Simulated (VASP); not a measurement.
# Re (Immm) in VASP: notebook, part 2 of 2

VASP 6.6.1.

**5. Single point, PBEsol (strain +0.0375 x Voigt [0, 0, 0, 0, 0, 1])**

File INCAR:

```
  PREC = Accurate
  ENCUT = 520
  EDIFF = 1E-7
  ISMEAR = 0
  SIGMA = 0.15
  LREAL = F
  LASPH = T
  NELM = 80
  ALGO = Fast
  ISIF = 2
  LWAVE = F
  LCHARG = F
  GGA = PS
  NBANDS = 10
```

File KPOINTS:

```
regular mesh
0
Gamma
  20 20 20
```

File POSCAR:

```
Re
1.0
    0.0370312500      1.9750000000      1.9750000000
    1.9750000000      0.0370312500      1.9750000000
    2.0120312500      2.0120312500      0.0000000000
Re
1
Direct
    0.0000000000      0.0000000000      0.0000000000
```

Potentials or basis: VASP PAW PBE potentials, release 64 (Re).

Launch:

```
$ cat potpaw_PBE.64/Re/POTCAR > POTCAR
$ mpirun -np 1 vasp_std > vasp.out
```

OUTCAR:

```text
PREC = Accurate
   ENCUT = 520
   EDIFF = 1E-7
   ISMEAR = 0
   LREAL = F
   LASPH = T
   NELM = 80
   ISIF = 2
   GGA = PS

 ion  position               nearest neighbor table
   1  0.000  0.000  0.000-

  LATTYP: Found a body centered orthorhombic cell.
 ALAT       =     2.7407016897
 B/A-ratio  =     1.0382165605
 C/A-ratio  =     1.4412367515

  Lattice vectors:

 A1 = (   1.9750000000,   0.0370312500,  -1.9750000000)
 A2 = (  -1.9750000000,  -0.0370312500,  -1.9750000000)
 A3 = (   0.0370312500,   1.9750000000,   1.9750000000)

Analysis of symmetry for initial positions (statically):
=====================================================================
 Subroutine PRICEL returns:
 Original cell was already a primitive cell.

 Routine SETGRP: Setting up the symmetry group for a
 body centered orthorhombic supercell.

 Subroutine GETGRP returns: Found  8 space group operations
 (whereof  8 operations were pure point group operations)
 out of a pool of  8 trial point group operations.

The static configuration has the point symmetry D_2h.

Analysis of symmetry for dynamics (positions and initial velocities):
=====================================================================
 Subroutine PRICEL returns:
 Original cell was already a primitive cell.

 Routine SETGRP: Setting up the symmetry group for a
 body centered orthorhombic supercell.

 Subroutine GETGRP returns: Found  8 space group operations
 (whereof  8 operations were pure point group operations)
 out of a pool of  8 trial point group operations.

The dynamic configuration has the point symmetry D_2h.

 Subroutine INISYM returns: Found  8 space group operations
 (whereof  8 operations are pure point group operations),
 and found     1 'primitive' translations

----------------------------------------------------------------------------------------

[... 114 lines left out ...]
   LORBIT       =      0    0 simple, 1 ext, 2 COOP (PROOUT), +10 PAW based schemes
   GGA     = PS    functional components
   LHFCALC =     F    Hartree Fock is set to
   AEXX    =    0.0000 exact exchange contribution
   IVDW    =     0    specifies the selected vdW correction
   LEPSILON=     F    determine dielectric tensor
   LRPA    =     F    only Hartree local field effects (RPA)
 non-spin polarized calculation
 RMM-DIIS sequential band-by-band and
 Gauss-broadening in eV      SIGMA  =   0.15
  energy-cutoff  :      520.00
  volume of cell :       15.40
 maximum number of plane-waves:       427
 NGX is ok and might be reduce to    24
   NGX = 11   NGY = 11   NGZ = 11

 number of electron       7.0000000 magnetization

 Free energy of the ion-electron system (eV)
  ---------------------------------------------------
  ext. energy  EPLUGINS =         0.00000000
  ---------------------------------------------------
  free energy    TOTEN  =       -13.24518618 eV

  energy without entropy =      -13.23502968  energy(sigma->0) =      -13.24010793

 E-fermi :   7.4392     XC(G=0): -13.5700

 val. band max:        7.4370200470   @ k =   0.2500   0.1000   0.5000
 cond. band min:       7.4393502868   @ k =   0.4500   0.0000   0.0000
 fundamental gap:      0.0023302398
 Fermi energy:         7.4391932195

 k-point     1 :       0.0000    0.0000    0.0000
  band No.  band energies     occupation
      1      -2.4140      2.00000
      2       5.3026      2.00000
      3       5.5868      2.00000
      4       5.9708      2.00000
      5       8.6216      0.00000
      6       8.6237      0.00000
      7      21.3193      0.00000
      8      26.1758      0.00000
      9      26.7245      0.00000
     10      27.2673      0.00000
[... 287 lines left out ...]
 k-point    24 :      -0.3500    0.0500    0.0000
  band No.  band energies     occupation
      1       0.9129      2.00000
      2       5.4425      2.00000
      3       5.8281      2.00000
      4       5.8838      2.00000
      5       9.5406      0.00000
      6      10.7668      0.00000
      7      18.9905      0.00000
      8      22.5070      0.00000
      9      28.3385      0.00000
     10      29.2149      0.00000

 [... further k-points ...]

------------------------ aborting loop because EDIFF is reached ----------------------------------------

  FORCE on cell =-STRESS in cart. coord.  units (eV):
  Direction    XX          YY          ZZ          XY          YZ          ZX
  --------------------------------------------------------------------------------------
  -------------------------------------------------------------------------------------
  Total       -1.7662828     -1.7662828     -1.8069284     -0.7092055      0.0000000      0.0000000
  in kB     -183.7351472   -183.7351472   -187.9632499    -73.7741246      0.0000000      0.0000000
  external PRESSURE =    -185.1445147 kB  Pullay stress =       0.0000000 kB

 VOLUME and BASIS-vectors are now :
 -----------------------------------------------------------------------------
  energy-cutoff  :      520.00
  volume of cell :       15.40
      direct lattice vectors                 reciprocal lattice vectors
     0.037031250  1.975000000  1.975000000    -0.258002096  0.258002096  0.253164557
     1.975000000  0.037031250  1.975000000     0.258002096 -0.258002096  0.253164557
     2.012031250  2.012031250  0.000000000     0.248505087  0.248505087 -0.253164557

 POSITION                                       TOTAL-FORCE (eV/Angst)
 -----------------------------------------------------------------------------------
      0.00000      0.00000      0.00000         0.000000     -0.000000      0.000000
 -----------------------------------------------------------------------------------
    total drift:                                0.000000      0.000000     -0.000000

  FREE ENERGIE OF THE ION-ELECTRON SYSTEM (eV)
  ---------------------------------------------------
  free  energy   TOTEN  =       -13.2451861850 eV

  energy  without entropy=      -13.2350296793  energy(sigma->0) =      -13.24010793
```

OSZICAR:

```text
N       E                     dE             d eps       ncg     rms          rms(c)
DAV:   1     0.427049168619E+01    0.42705E+01   -0.34048E+03 36708   0.765E+02
DAV:   2    -0.136699722244E+02   -0.17940E+02   -0.16589E+02 35924   0.162E+02
DAV:   3    -0.140506160010E+02   -0.38064E+00   -0.36816E+00 38516   0.383E+01
DAV:   4    -0.140525471890E+02   -0.19312E-02   -0.19299E-02 37980   0.132E+00
DAV:   5    -0.140525512078E+02   -0.40188E-05   -0.40187E-05 34312   0.287E-02    0.288E+01
RMM:   6    -0.134220258656E+02    0.63053E+00   -0.96152E-02 26289   0.120E+01    0.107E+01
RMM:   7    -0.132504484118E+02    0.17158E+00   -0.81358E-01 35362   0.118E+01    0.142E+00
RMM:   8    -0.132459436557E+02    0.45048E-02   -0.48292E-03 29846   0.255E+00    0.337E-01
RMM:   9    -0.132451835718E+02    0.76008E-03   -0.12724E-02 36051   0.838E-01    0.611E-02
RMM:  10    -0.132452020569E+02   -0.18485E-04   -0.63564E-04 36102   0.203E-01    0.437E-02
RMM:  11    -0.132451843553E+02    0.17702E-04   -0.11594E-04 31805   0.205E-01    0.490E-03
RMM:  12    -0.132451861892E+02   -0.18339E-05   -0.39401E-05 35891   0.426E-02    0.412E-03
RMM:  13    -0.132451861437E+02    0.45497E-07   -0.23635E-06 32117   0.175E-02    0.570E-03
RMM:  14    -0.132451861850E+02   -0.41212E-07   -0.26018E-07 24546   0.862E-03
   1 F= -.13245186E+02 E0= -.13240108E+02  d E =-.101565E-01
```

stdout:

```text
POSCAR found type information on POSCAR Re
 POSCAR found :  1 types and       1 ions
 scaLAPACK will be used
 -----------------------------------------------------------------------------
|                                                                             |
|                                                                             |
|     You enforced a specific xc type in the INCAR file but a different       |
|     I HOPE YOU KNOW WHAT YOU ARE DOING!                                     |
|                                                                             |
 -----------------------------------------------------------------------------

 LDA part: xc-table for (Slater+PW92), standard interpolation
 POSCAR, INCAR and KPOINTS ok, starting setup
 FFT: planning ... GRIDC
 FFT: planning ... GRID_SOFT
 FFT: planning ... GRID
 WAVECAR not read
 entering main loop
```

Wall time 81 s (1 thread of Intel Xeon 6975P-C (Granite Rapids), shared host); peak memory 0.3 GiB.

What came out:

```
Free energy            : -13.2452 eV
Pressure               : -18.5 GPa
Band gap on the k mesh : zero (an odd number of electrons rules out a gap without spin polarisation)
```

Levels at points of the mesh, in eV from the Fermi level:
```tsv
k point	band 1	band 2	band 3	band 4	band 5	band 6	band 7	band 8
(0.00, 0.00, 0.00)	-9.85	-2.14	-1.85	-1.47	1.18	1.18	13.88	18.74
(0.50, 0.00, 0.00)	-6.54	-2.32	-1.81	0.33	3.43	3.80	9.58	13.22
(0.50, 0.50, 0.00)	-6.47	-5.63	2.60	3.51	4.25	4.26	11.25	12.17
(0.00, 0.00, 0.50)	-6.62	-2.20	-1.67	-0.06	3.27	3.68	9.03	13.54
(0.50, 0.00, 0.50)	-6.46	-5.62	2.61	3.42	4.23	4.32	11.89	11.91
```

Caveat: the cell differs from its parent crystal (strain +0.0375 x Voigt [0, 0, 0, 0, 0, 1]); the cell stands under tension; the PAW data sets were made with another functional, which shifts forces and pressure a little; spin-orbit coupling is left out, which moves the levels of the heavy elements.

**6. Overview**

```csv
cell,further INCAR settings,gap on the mesh (eV),pressure (GPa)
"a = 2.793, b = 2.793, c = 2.828 Å, angles 59.6, 59.6, 59.2°, 1 atom",ALGO = Fast; EDIFF = 1e-06; NBANDS = 10,none,-18.8
"a = 2.794, b = 2.794, c = 2.915 Å, angles 58.6, 58.6, 57.1°, 1 atom",ALGO = Fast; EDIFF = 1e-06; NBANDS = 10,none,-16.3
"a = 2.794, b = 2.794, c = 2.880 Å, angles 59.0, 59.0, 57.9°, 1 atom",ALGO = Fast; EDIFF = 1e-06; NBANDS = 10,none,-17.6
"a = 2.793, b = 2.793, c = 2.845 Å, angles 59.4, 59.4, 58.8°, 1 atom",ALGO = Fast; EDIFF = 1e-07; NBANDS = 10,none,-18.5
```

Alike in all rows: task single point; level PBEsol; potentials or basis VASP PAW PBE potentials, release 64 (Re); no spin polarisation; k mesh 20 × 20 × 20; cutoff (eV) 520; smearing gaussian 0.15 eV.

Caveats: the cell stands under tension; the PAW data sets were made with another functional, which shifts forces and pressure a little; spin-orbit coupling is left out, which moves the levels of the heavy elements.

Absolute energies hang on the potentials; compare differences alone.
